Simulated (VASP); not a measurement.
# Se (P3_121) in VASP: a series of runs

The runs below take Se through electric field gradients, with PBE.

All numbers are computed with VASP 6.6.1; they aren't measurements. Logs are shortened: lines on timing, memory, paths and dates and some standing lists are left out, and cuts for length are marked.

## (1) The cell of the first run

It takes space group P3_121 (No. 152, trigonal). The conventional cell has a = 4.410 Å, b = 4.410 Å, c = 4.954 Å, α = 90.00°, β = 90.00°, γ = 120.00°. Within 3.2 Å of Se (site symmetry 2) lie 2 Se at 2.39 Å.

## (2) Electric field gradients, PBE (equal xx and yy strain of +1 %)

INCAR

```
SYSTEM = Se
PREC = Accurate
ENCUT = 520
EDIFF = 1E-8
ISMEAR = -1
SIGMA = 0.03
LREAL = .False.
LASPH = .True.
NELM = 60
ALGO = Normal
ISIF = 2
LWAVE = .False.
LCHARG = .False.
GGA = PE
LEFG = .True.
NBANDS = 16
```

KPOINTS

```
Automatic mesh
0
Gamma
  6 6 5
  0 0 0
```

POSCAR

```
Se
1.0
    4.4098619484      0.0000000000      0.0000000000
   -2.2049309742      3.8190524745      0.0000000000
    0.0000000000      0.0000000000      4.9536000000
Se
3
Direct
    0.2254000000      0.0000000000      0.3333333333
    0.0000000000      0.2254000000      0.6666666667
    0.7746000000      0.7746000000      0.0000000000
```

Potentials or basis: VASP PAW PBE potentials, release 64 (Se).

Launch:

```sh
> cat potpaw_PBE.64/Se/POTCAR > POTCAR
> mpirun -np 1 vasp_std > vasp.out
```

OUTCAR:

```text
SYSTEM = Se
   PREC = Accurate
   ENCUT = 520
   EDIFF = 1E-8
   ISMEAR = -1
   LREAL = .False.
   LASPH = .True.
   NELM = 60
   ISIF = 2
   GGA = PE

 ion  position               nearest neighbor table
   1  0.225  0.000  0.333-   3 2.39   2 2.39
   2  0.000  0.225  0.667-   3 2.39   1 2.39
   3  0.775  0.775  0.000-   1 2.39   2 2.39

  LATTYP: Found a hexagonal cell.
 ALAT       =     4.4098619484
 C/A-ratio  =     1.1233004702

  Lattice vectors:

 A1 = (   4.4098619484,   0.0000000000,   0.0000000000)
 A2 = (  -2.2049309742,   3.8190524745,   0.0000000000)
 A3 = (   0.0000000000,   0.0000000000,   4.9536000000)

Analysis of symmetry for initial positions (statically):
=====================================================================
 Subroutine PRICEL returns:
 Original cell was already a primitive cell.

 Routine SETGRP: Setting up the symmetry group for a
 hexagonal supercell.

 Subroutine GETGRP returns: Found  6 space group operations
 (whereof  2 operations were pure point group operations)
 out of a pool of 24 trial point group operations.

The static configuration has the point symmetry C_2 .
 The point group associated with its full space group is D_3 .

Analysis of symmetry for dynamics (positions and initial velocities):
=====================================================================
 Subroutine PRICEL returns:
 Original cell was already a primitive cell.

 Routine SETGRP: Setting up the symmetry group for a
 hexagonal supercell.

 Subroutine GETGRP returns: Found  6 space group operations
 (whereof  2 operations were pure point group operations)
 out of a pool of 24 trial point group operations.

The dynamic configuration has the point symmetry C_2 .
 The point group associated with its full space group is D_3 .

 Subroutine INISYM returns: Found  6 space group operations
 (whereof  2 operations are pure point group operations),
 and found     1 'primitive' translations

----------------------------------------------------------------------------------------

                                     Primitive cell

  volume of cell :      83.4260

[... 125 lines left out ...]
 NGX is ok and might be reduce to    36
   NGX = 17   NGY = 17   NGZ = 19

 number of electron      17.9999999 magnetization

 Free energy of the ion-electron system (eV)
  ---------------------------------------------------
  ext. energy  EPLUGINS =         0.00000000
  ---------------------------------------------------
  free energy    TOTEN  =       -10.48889839 eV

  energy without entropy =      -10.48889839  energy(sigma->0) =      -10.48889839

 E-fermi :   3.0231     XC(G=0):  -8.7521

 val. band max:        2.3746101039   @ k =  -0.1667   0.5000   0.4000
 cond. band min:       3.6824522172   @ k =   0.0000   0.0000   0.4000
 fundamental gap:      1.3078421133
 Fermi energy:         3.0230647818

 k-point     1 :       0.0000    0.0000    0.0000
  band No.  band energies     occupation
      1     -13.2312      2.00000
      2      -9.1891      2.00000
      3      -9.1891      2.00000
      4      -1.3202      2.00000
      5      -1.3202      2.00000
      6      -1.2245      2.00000
[... 433 lines left out ...]
      3      -7.7449      2.00000
      4      -2.7493      2.00000
      5      -1.8924      2.00000
      6      -1.3136      2.00000
[... 8 lines left out ...]
     15      10.4497      0.00000
     16      10.8443      0.00000

 [... further k-points ...]
[... 5 lines left out ...]
  --------------------------------------------------------------------------------------
  -------------------------------------------------------------------------------------
  Total        0.7374702      0.7374702      1.5334243      0.0000000      0.0000000     -0.0000000
  in kB       14.1629437     14.1629437     29.4490563      0.0000000      0.0000000     -0.0000000
  external PRESSURE =      19.2583146 kB  Pullay stress =       0.0000000 kB

 VOLUME and BASIS-vectors are now :
 -----------------------------------------------------------------------------
  energy-cutoff  :      520.00
  volume of cell :       83.43
      direct lattice vectors                 reciprocal lattice vectors
     4.409861948  0.000000000  0.000000000     0.226764468  0.130922527  0.000000000
    -2.204930974  3.819052474  0.000000000     0.000000000  0.261845054  0.000000000
     0.000000000  0.000000000  4.953600000     0.000000000  0.000000000  0.201873385

 POSITION                                       TOTAL-FORCE (eV/Angst)
 -----------------------------------------------------------------------------------
      0.99398      0.00000      1.65120         0.239657     -0.000000      0.000000
     -0.49699      0.86081      3.30240        -0.119828      0.207549     -0.000000
      1.70794      2.95824      0.00000        -0.119828     -0.207549     -0.000000
 -----------------------------------------------------------------------------------
    total drift:                                0.000000      0.000000     -0.000000

  FREE ENERGIE OF THE ION-ELECTRON SYSTEM (eV)
  ---------------------------------------------------
  free  energy   TOTEN  =       -10.4888983910 eV

  energy  without entropy=      -10.4888983909  energy(sigma->0) =      -10.48889839

 Electric field gradients (V/A^2)
---------------------------------------------------------------------
 ion       V_xx      V_yy      V_zz      V_xy      V_xz      V_yz
---------------------------------------------------------------------
   1     172.441  -341.097   168.656    -0.000    -0.000   338.248
   2    -212.712    44.056   168.656  -222.368  -292.932  -169.124
   3    -212.712    44.056   168.656   222.368   292.932  -169.124
---------------------------------------------------------------------

 Electric field gradients after diagonalization (V/A^2)
 (convention: |V_zz| > |V_xx| > |V_yy|)
----------------------------------------------------------------------
 ion       V_xx      V_yy      V_zz     asymmetry (V_yy - V_xx)/ V_zz
----------------------------------------------------------------------
   1     337.305   172.441  -509.746       0.323
   2     337.305   172.441  -509.746       0.323
   3     337.305   172.440  -509.746       0.323
----------------------------------------------------------------------

           NMR quadrupolar parameters

 Cq : quadrupolar parameter    Cq=e*Q*V_zz/h
 eta: asymmetry parameters     (V_yy - V_xx)/ V_zz
 Q  : nuclear electric quadrupole moment in mb (millibarn)
----------------------------------------------------------------------
 ion       Cq(MHz)       eta       Q (mb)
----------------------------------------------------------------------
   1      -1.233       0.323       1.000
   2      -1.233       0.323       1.000
   3      -1.233       0.323       1.000
----------------------------------------------------------------------
```

OSZICAR:

```text
N       E                     dE             d eps       ncg     rms          rms(c)
DAV:   1     0.826463230840E+02    0.82646E+02   -0.73145E+03   864   0.936E+02
DAV:   2    -0.515446766749E+01   -0.87801E+02   -0.83337E+02  1168   0.153E+02
DAV:   3    -0.105310180774E+02   -0.53766E+01   -0.53596E+01  1032   0.438E+01
DAV:   4    -0.105689876943E+02   -0.37970E-01   -0.37964E-01  1184   0.435E+00
DAV:   5    -0.105692591728E+02   -0.27148E-03   -0.27148E-03  1024   0.363E-01    0.683E+00
DAV:   6    -0.105099524134E+02    0.59307E-01   -0.34787E-02  1088   0.117E+00    0.422E+00
DAV:   7    -0.104893198618E+02    0.20633E-01   -0.71993E-02  1016   0.165E+00    0.197E-01
DAV:   8    -0.104887380595E+02    0.58180E-03   -0.83869E-03   960   0.557E-01    0.979E-02
DAV:   9    -0.104888500474E+02   -0.11199E-03   -0.27313E-04  1232   0.107E-01    0.327E-02
DAV:  10    -0.104888952399E+02   -0.45192E-04   -0.50941E-05   944   0.477E-02    0.678E-03
DAV:  11    -0.104888984546E+02   -0.32148E-05   -0.76085E-06  1248   0.165E-02    0.366E-03
DAV:  12    -0.104888984051E+02    0.49487E-07   -0.16243E-06  1040   0.806E-03    0.155E-03
DAV:  13    -0.104888983904E+02    0.14771E-07   -0.25722E-07  1176   0.289E-03    0.458E-04
DAV:  14    -0.104888983910E+02   -0.60618E-09   -0.24256E-08   984   0.956E-04
   1 F= -.10488898E+02 E0= -.10488898E+02  d E =-.451624E-10
```

stdout:

```text
POSCAR found type information on POSCAR Se
 POSCAR found :  1 types and       3 ions
 scaLAPACK will be used
 LDA part: xc-table for (Slater+PW92), standard interpolation
 POSCAR, INCAR and KPOINTS ok, starting setup
 FFT: planning ... GRIDC
 FFT: planning ... GRID_SOFT
 FFT: planning ... GRID
 WAVECAR not read
 entering main loop
ion   1

ion   2
     0.0000499     4.2629390     3.1574576    -2.6738569     5.4688770     2.4612090
     0.0000687     4.2629389     3.1574576    -2.6738569     5.4688769     2.4612089
     0.0000946     4.2629389     3.1574575    -2.6738568     5.4688769     2.4612089
     0.0001302     4.2629388     3.1574575    -2.6738568     5.4688768     2.4612089

     0.0000499   203.6234582   154.7767851  -133.6131063   268.0812557   117.5620584
     0.0000687   203.6185027   154.7730118  -133.6098476   268.0747201   117.5591974
     0.0000946   203.6104689   154.7668946  -133.6045651   268.0641248   117.5545590
     0.0001302   203.5975092   154.7570270  -133.5960441   268.0470336   117.5470768

ion   3
     0.0000499    -4.2629390     3.1574576    -2.6738569    -5.4688770     2.4612090
     0.0000687    -4.2629389     3.1574576    -2.6738569    -5.4688769     2.4612089
     0.0000946    -4.2629389     3.1574575    -2.6738568    -5.4688769     2.4612089
     0.0001302    -4.2629388     3.1574575    -2.6738568    -5.4688768     2.4612089

     0.0000499  -203.6234582   154.7767851  -133.6131063  -268.0812557   117.5620584
     0.0000687  -203.6185027   154.7730118  -133.6098476  -268.0747201   117.5591974
     0.0000946  -203.6104689   154.7668946  -133.6045651  -268.0641248   117.5545590
     0.0001302  -203.5975092   154.7570270  -133.5960441  -268.0470336   117.5470768
```

Wall time 36 s (1 thread of Intel Xeon Platinum 8375C at 2.90GHz (Ice Lake), shared host); peak memory 0.21 GiB.

What came out:

```
Free energy            : -10.4889 eV
Pressure               : 1.9 GPa
Largest force          : 0.240 eV/Å
Band gap on the k mesh : 1.31 eV, indirect (least direct gap 1.54 eV)
```

Forces in eV/Å, atoms in the order of the input:
```
Se   0.240  0.000  0.000
Se  -0.120  0.208  0.000
Se  -0.120 -0.208  0.000
```

Electric field gradients, principal values (V/Å²):
| atom | least | middle | greatest (by size) |
| --- | --- | --- | --- |
| 1 Se | 172.441 | 337.305 | -509.746 |
| 2 Se | 172.441 | 337.305 | -509.746 |
| 3 Se | 172.440 | 337.305 | -509.746 |

Caveat: the cell differs from its parent crystal (equal xx and yy strain of +1 %); without QUAD_EFG the Cq values of the log hold for a quadrupole moment of 1 mb, not for the nuclei. A k mesh can miss the band edges.

[end of part 1 of 2]
